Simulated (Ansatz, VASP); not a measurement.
**Two plane-wave programs on Cu**

Contents of INCAR:

```
  PREC = Accurate
  ENCUT = 600
  EDIFF = 1E-6
  ISMEAR = -1
  SIGMA = 0.1
  LREAL = False
  LASPH = True
  NELM = 100
  ALGO = Normal
  ISIF = 3
  LWAVE = False
  LCHARG = False
  GGA = RE
  IBRION = 2
  NSW = 80
  EDIFFG = -0.01
```

KPOINTS

```
regular mesh
0
Gamma
  14 14 8
```

File POSCAR:

```
Cu
1.0
    2.5561591618      0.0000000000      0.0000000000
   -1.2780795809      2.2136987702      0.0000000000
    0.0000000000      0.0000000000      4.1742079112
Cu
2
Direct
    0.3333333333      0.6666666667      0.2500000000
    0.6666666667      0.3333333333      0.7500000000
```

Input for Ansatz:

```yaml
crystal:
  lattice:
    - [2.5561591618, 0.0, 0.0]
    - [-1.2780795809, 2.2136987702, 0.0]
    - [0.0, 0.0, 4.1742079112]
  atoms:
    - { symbol: Cu, position: [0.3333333333, 0.6666666667, 0.25] }
    - { symbol: Cu, position: [0.6666666667, 0.3333333333, 0.75] }
hamiltonian:
  xc: revpbe
  pseudopotentials:
    kind: paw
    azcp:
      Cu: "pseudopotentials/Cu.paw.azcp"
basis:
  ecutwfc: 420
  fft_grid_basis: typed
kpoints:
  mp_grid: { grid: [14, 14, 8], shift: [0, 0, 0] }
magnetization:
  spin_polarized: false
scf:
  occupations: { method: fermi_dirac, width: 0.1 }
relax:
  max_steps: 60
  f_tol: 0.01
  cell: {}
```

Alike in both runs: task relaxation of cell and atoms; functional revPBE; k mesh 14 × 14 × 8; occupations fermi-dirac, width 0.1 eV; no spin polarisation.

|  | VASP | Ansatz |
| --- | --- | --- |
| version | VASP 6.6.1 | Ansatz 0.2.0 |
| potentials or method | VASP PAW PBE potentials, release 64 (Cu), cutoff 600 eV | plane waves (420 eV) with PAW, scalar-relativistic |
| valence electrons in the cell | 22 | 38 |

```tsv
	VASP	Ansatz	Ansatz less VASP
relaxed volume (Å³/atom)	12.36	12.29	-0.068
relaxed cell length with the largest relative difference (Å)	2.594	2.588	-0.0056
```

VASP's potentials were made for PBE, not for revPBE. VASP's potentials hold 22 valence electrons a cell and Ansatz's 38, so a difference there can come from the potentials and not from the codes.
